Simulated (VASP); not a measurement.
# CsMoPb4 (P-3m1) in VASP: further runs

Runs on CsMoPb4. Level: PBE. Tasks: single point.

All numbers are computed with VASP 6.6.1; they aren't measurements. Logs are shortened: lines on timing, memory, paths and dates and some standing lists are left out, and cuts for length are marked.

### Step 1. The cell of the first run

The structure is trigonal, space group P-3m1 (No. 164). The conventional cell has a = 3.519 Å, b = 3.519 Å, c = 16.668 Å, α = 90.00°, β = 90.00°, γ = 120.00°. Cs (site symmetry -3m) has 6 Cs at 3.52 Å and 6 Pb at 3.90 Å within 4.6 Å. Mo (site symmetry -3m) has 6 Pb at 2.92 Å and 6 Mo at 3.52 Å within 3.8 Å. Pb (site symmetry 3m) has 9 Pb at 3.52 to 3.54 Å and 3 Cs at 3.90 Å within 4.6 Å. Pb (site symmetry 3m) has 3 Mo at 2.92 Å and 9 Pb at 3.52 to 3.54 Å within 3.8 Å.

The cell was built from a structure type or drawn by symmetry, and may not be a known phase.

### Step 2. Single point, PBE

File INCAR:

```
SYSTEM = CsMoPb4
  ALGO = Normal
  EDIFF = 1E-6
  ENCUT = 520
  GGA = PE
  ISIF = 2
  ISMEAR = 0
  LASPH = .True.
  LCHARG = .False.
  LREAL = .False.
  LWAVE = .False.
  NBANDS = 48
  NELM = 60
  PREC = Accurate
  SIGMA = 0.1
```

File KPOINTS:

```
k-points
0
Gamma
  6 6 1
  0 0 0
```

File POSCAR:

```
CsMoPb4
1.0
    3.5192417054      0.0000000000      0.0000000000
   -1.7596208527      3.0477527189      0.0000000000
    0.0000000000      0.0000000000     16.6676343961
Cs Mo Pb
1 1 4
Direct
    0.0000000000      0.0000000000      0.0000000000
    0.0000000000      0.0000000000      0.5000000000
    0.3333333333      0.6666666667      0.8001626805
    0.3333333333      0.6666666667      0.3740597920
    0.6666666667      0.3333333333      0.6259402080
    0.6666666667      0.3333333333      0.1998373195
```

Potentials or basis: VASP PAW PBE potentials, release 64 (Cs_sv, Mo_sv, Pb_d).

The run is started by

```bash
> cat potpaw_PBE.64/Cs_sv/POTCAR potpaw_PBE.64/Mo_sv/POTCAR potpaw_PBE.64/Pb_d/POTCAR > POTCAR
> mpirun -np 1 vasp_std > vasp.out
```

OUTCAR:

```text
SYSTEM = CsMoPb4
   EDIFF = 1E-6
   ENCUT = 520
   GGA = PE
   ISIF = 2
   ISMEAR = 0
   LASPH = .True.
   LREAL = .False.
   NELM = 60
   PREC = Accurate

 ion  position               nearest neighbor table
   1  0.000  0.000  0.000-
   2  0.000  0.000  0.500-   4 2.92   5 2.92   4 2.92   5 2.92   5 2.92   4 2.92
   3  0.333  0.667  0.800-   5 3.54   5 3.54   5 3.54
   4  0.333  0.667  0.374-   2 2.92   2 2.92   2 2.92   6 3.54   6 3.54   6 3.54
   5  0.667  0.333  0.626-   2 2.92   2 2.92   2 2.92   3 3.54   3 3.54   3 3.54
   6  0.667  0.333  0.200-   4 3.54   4 3.54   4 3.54

  LATTYP: Found a hexagonal cell.
 ALAT       =     3.5192417054
 C/A-ratio  =     4.7361436899

  Lattice vectors:

 A1 = (   3.5192417054,   0.0000000000,   0.0000000000)
 A2 = (  -1.7596208527,   3.0477527189,   0.0000000000)
 A3 = (   0.0000000000,   0.0000000000,  16.6676343961)

Analysis of symmetry for initial positions (statically):
=====================================================================
 Subroutine PRICEL returns:
 Original cell was already a primitive cell.

 Routine SETGRP: Setting up the symmetry group for a
 hexagonal supercell.

 Subroutine GETGRP returns: Found 12 space group operations
 (whereof 12 operations were pure point group operations)
 out of a pool of 24 trial point group operations.

The static configuration has the point symmetry D_3d.

Analysis of symmetry for dynamics (positions and initial velocities):
=====================================================================
 Subroutine PRICEL returns:
 Original cell was already a primitive cell.

 Routine SETGRP: Setting up the symmetry group for a
 hexagonal supercell.

 Subroutine GETGRP returns: Found 12 space group operations
 (whereof 12 operations were pure point group operations)
 out of a pool of 24 trial point group operations.

The dynamic configuration has the point symmetry D_3d.

 Subroutine INISYM returns: Found 12 space group operations
 (whereof 12 operations are pure point group operations),
 and found     1 'primitive' translations

----------------------------------------------------------------------------------------

                                     Primitive cell

  volume of cell :     178.7734

  direct lattice vectors                    reciprocal lattice vectors
     3.519241705  0.000000000  0.000000000     0.284152122  0.164055304  0.000000000
    -1.759620853  3.047752719  0.000000000     0.000000000  0.328110609  0.000000000
     0.000000000  0.000000000 16.667634396     0.000000000  0.000000000  0.059996516

  length of vectors
     3.519241705  3.519241705 16.667634396     0.328110609  0.328110609  0.059996516

  position of ions in fractional coordinates (direct lattice)
     0.000000000  0.000000000  0.000000000
     0.000000000  0.000000000  0.500000000
     0.333333333  0.666666667  0.800162681
     0.333333333  0.666666667  0.374059792
     0.666666667  0.333333333  0.625940208
     0.666666667  0.333333333  0.199837319

  ion indices of the primitive-cell ions
   primitive index   ion index
                 1           1
                 2           2
                 3           3
                 4           4
                 5           5
                 6           6

----------------------------------------------------------------------------------------

 KPOINTS: k-points

Automatic generation of k-mesh.
 Grid dimensions read from file:
 generate k-points for:    6    6    1

 Generating k-lattice:

  Cartesian coordinates                     Fractional coordinates (reciprocal lattice)
     0.047358687  0.027342551  0.000000000     0.166666667  0.000000000  0.000000000
     0.000000000  0.054685101  0.000000000     0.000000000  0.166666667  0.000000000
     0.000000000  0.000000000  0.059996516     0.000000000  0.000000000  1.000000000

  Length of vectors
     0.054685101  0.054685101  0.059996516

  Shift w.r.t. Gamma in fractional coordinates (k-lattice)
     0.000000000  0.000000000  0.000000000

 Subroutine IBZKPT returns following result:
 ===========================================

 Found      7 irreducible k-points:

 Following reciprocal coordinates:
            Coordinates               Weight
  0.000000  0.000000  0.000000      1.000000
  0.166667  0.000000  0.000000      6.000000
  0.333333  0.000000  0.000000      6.000000
  0.500000  0.000000  0.000000      3.000000
  0.166667  0.166667  0.000000      6.000000
  0.333333  0.166667  0.000000     12.000000
  0.333333  0.333333  0.000000      2.000000
   k-points           NKPTS =      7   k-points in BZ     NKDIM =      7   number of bands    NBANDS=     48
   number of dos      NEDOS =    301   number of ions     NIONS =      6
   total plane-waves  NPLWV =  98784
   dimension x,y,z NGX =    28 NGY =   28 NGZ =  126
   dimension x,y,z NGXF=    56 NGYF=   56 NGZF=  252
   ions per type =               1   1   4
   NGX,Y,Z   is equivalent  to a cutoff of  13.23, 13.23, 12.57 a.u.
   NGXF,Y,Z  is equivalent  to a cutoff of  26.45, 26.45, 25.13 a.u.
 SYSTEM =  CsMoPb4
   PREC   = accura    normal or accurate (medium, high low for compatibility)
   ISTART =      0    job   : 0-new  1-cont  2-samecut
   ICHARG =      2    charge: 1-file 2-atom 10-const
   ISPIN  =      1    spin polarized calculation?
   LNONCOLLINEAR =      F non collinear calculations
   LSORBIT =      F    spin-orbit coupling
   LASPH  =      T    aspherical Exc in radial PAW
   ENCUT  =  520.0 eV  38.22 Ry    6.18 a.u.   6.54  6.54 30.99*2*pi/ulx,y,z
   NELM   =     60;   NELMIN=  2; NELMDL= -5     # of ELM steps
   EDIFF  = 0.1E-05   stopping-criterion for ELM
   LREAL  =      F    real-space projection
[... 7 lines left out ...]
   TEBEG  =    0.0;   TEEND  =   0.0 temperature during run
   PSTRESS=    0.0 pullay stress
   NELECT =      79.0000    total number of electrons
   NUPDOWN=      -1.0000    fix difference up-down
   EMIN   =  10.00;   EMAX   =-10.00  energy-range for DOS
   EFERMI =   0.00;   METHOD = LEGACY
   ISMEAR =     0;   SIGMA  =   0.10  broadening in eV -4-tet -1-fermi 0-gaus
   EFERMI_NEDOS =   21; number of points for ismear=-14 and -15
   IALGO  =     38    algorithm
   IMIX   =      4    mixing-type and parameters
     AMIX     =   0.40;   BMIX     =  1.00
     AMIX_MAG =   1.60;   BMIX_MAG =  1.00
  volume/ion in A,a.u.               =      29.80       201.07
  Fermi-wavevector in a.u.,A,eV,Ry     =   1.246952  2.356397 21.155540  1.554888
  Thomas-Fermi vector in A             =   2.381106
   LORBIT       =      0    0 simple, 1 ext, 2 COOP (PROOUT), +10 PAW based schemes
   GGA     = PE    functional components
   LHFCALC =     F    Hartree Fock is set to
   AEXX    =    0.0000 exact exchange contribution
   IVDW    =     0    specifies the selected vdW correction
   LEPSILON=     F    determine dielectric tensor
   LRPA    =     F    only Hartree local field effects (RPA)
 non-spin polarized calculation
 Gauss-broadening in eV      SIGMA  =   0.10
  energy-cutoff  :      520.00
  volume of cell :      178.77
 maximum number of plane-waves:      4861
 NGX is ok and might be reduce to    28
   NGX = 13   NGY = 13   NGZ = 61

 number of electron      78.9999994 magnetization

 Free energy of the ion-electron system (eV)
  ---------------------------------------------------
  ext. energy  EPLUGINS =         0.00000000
  ---------------------------------------------------
  free energy    TOTEN  =       -23.22673897 eV

  energy without entropy =      -23.19755001  energy(sigma->0) =      -23.21214449

 E-fermi :   6.7428     XC(G=0): -10.1613

 val. band max:        6.7015881625   @ k =   0.5000   0.0000   0.0000
 cond. band min:       6.7560700046   @ k =   0.1667   0.1667   0.0000
 fundamental gap:      0.0544818420
 Fermi energy:         6.7428324972

 k-point     1 :       0.0000    0.0000    0.0000
  band No.  band energies     occupation
      1     -53.9483      2.00000
      2     -28.0250      2.00000
      3     -27.9865      2.00000
      4     -27.9865      2.00000
      5     -17.4321      2.00000
      6     -10.2381      2.00000
[... 40 lines left out ...]
     47      12.8131      0.00000
     48      13.0486      0.00000

 k-point     2 :       0.1667    0.0000    0.0000
  band No.  band energies     occupation
      1     -53.9461      2.00000
      2     -28.0210      2.00000
      3     -28.0145      2.00000
      4     -27.9934      2.00000
      5     -17.2784      2.00000
      6     -10.2414      2.00000
[... 40 lines left out ...]
     47      11.2524      0.00000
     48      11.3292      0.00000

 k-point     3 :       0.3333    0.0000    0.0000
  band No.  band energies     occupation
      1     -53.9419      2.00000
      2     -28.0701      2.00000
      3     -28.0131      2.00000
      4     -28.0073      2.00000
      5     -16.9429      2.00000
      6     -10.2851      2.00000
[... 40 lines left out ...]
     47      10.1841      0.00000
     48      10.3704      0.00000

 k-point     4 :       0.5000    0.0000    0.0000
  band No.  band energies     occupation
      1     -53.9397      2.00000
      2     -28.0978      2.00000
      3     -28.0143      2.00000
      4     -28.0091      2.00000
      5     -16.7579      2.00000
      6     -10.3076      2.00000
[... 40 lines left out ...]
     47       9.7996      0.00000
     48       9.8515      0.00000

 k-point     5 :       0.1667    0.1667    0.0000
  band No.  band energies     occupation
      1     -53.9429      2.00000
      2     -28.0511      2.00000
      3     -28.0151      2.00000
      4     -28.0091      2.00000
      5     -17.0312      2.00000
      6     -10.2243      2.00000
[... 40 lines left out ...]
     47       9.7533      0.00000
     48      10.2610      0.00000

 k-point     6 :       0.3333    0.1667    0.0000
  band No.  band energies     occupation
      1     -53.9397      2.00000
      2     -28.0837      2.00000
      3     -28.0285      2.00000
      4     -28.0091      2.00000
      5     -16.7604      2.00000
      6     -10.2392      2.00000
[... 40 lines left out ...]
     47       8.9950      0.00000
     48       9.1495      0.00000

 k-point     7 :       0.3333    0.3333    0.0000
  band No.  band energies     occupation
      1     -53.9387      2.00000
      2     -28.0648      2.00000
      3     -28.0648      2.00000
      4     -28.0072      2.00000
      5     -16.6661      2.00000
      6     -10.1641      2.00000
[... 40 lines left out ...]
     47       8.7981      0.00000
     48       9.7072      0.00000

------------------------ aborting loop because EDIFF is reached ----------------------------------------

  FORCE on cell =-STRESS in cart. coord.  units (eV):
  Direction    XX          YY          ZZ          XY          YZ          ZX
  --------------------------------------------------------------------------------------
  -------------------------------------------------------------------------------------
  Total        0.0028840      0.0028840      0.2763404      0.0000000     -0.0000000      0.0000000
  in kB        0.0258464      0.0258464      2.4765788      0.0000000     -0.0000000      0.0000000
  external PRESSURE =       0.8427572 kB  Pullay stress =       0.0000000 kB

 VOLUME and BASIS-vectors are now :
 -----------------------------------------------------------------------------
  energy-cutoff  :      520.00
  volume of cell :      178.77
      direct lattice vectors                 reciprocal lattice vectors
     3.519241705  0.000000000  0.000000000     0.284152122  0.164055304  0.000000000
    -1.759620853  3.047752719  0.000000000     0.000000000  0.328110609  0.000000000
     0.000000000  0.000000000 16.667634396     0.000000000  0.000000000  0.059996516

 POSITION                                       TOTAL-FORCE (eV/Angst)
 -----------------------------------------------------------------------------------
      0.00000      0.00000      0.00000         0.000000      0.000000      0.000000
      0.00000      0.00000      8.33382         0.000000      0.000000      0.000000
     -0.00000      2.03184     13.33682         0.000000      0.000000     -0.040780
     -0.00000      2.03184      6.23469        -0.000000     -0.000000     -0.006905
      1.75962      1.01592     10.43294         0.000000      0.000000      0.006905
      1.75962      1.01592      3.33082        -0.000000     -0.000000      0.040780
 -----------------------------------------------------------------------------------
    total drift:                                0.000000     -0.000000      0.000000

  FREE ENERGIE OF THE ION-ELECTRON SYSTEM (eV)
  ---------------------------------------------------
  free  energy   TOTEN  =       -23.2267389746 eV

  energy  without entropy=      -23.1975500140  energy(sigma->0) =      -23.21214449
```

It took 92 s on 1 thread of Intel Xeon Platinum 8488C (Sapphire Rapids), shared host; peak memory 0.31 GiB.

Results:

- Free energy: -23.2267 eV
- Pressure: 0.1 GPa
- Largest force: 0.041 eV/Å
- Band gap on the k mesh: zero (an odd number of electrons rules out a gap without spin polarisation)

Forces in eV/Å, atoms in the order of the input:
```
Cs   0.000  0.000  0.000
Mo   0.000  0.000  0.000
Pb   0.000  0.000 -0.041
Pb   0.000  0.000 -0.007
Pb   0.000  0.000  0.007
Pb   0.000  0.000  0.041
```

Stress tensor (GPa, compression positive):
```
0.00 0.00 0.00
0.00 0.00 0.00
0.00 0.00 0.25
```

Caveat: the k points lie up to 0.38 Å⁻¹ apart, too coarse for converged energies and pressures of a metal; spin-orbit coupling is left out, which moves the levels of the heavy elements.

(Part 1 of 2 ends here.)
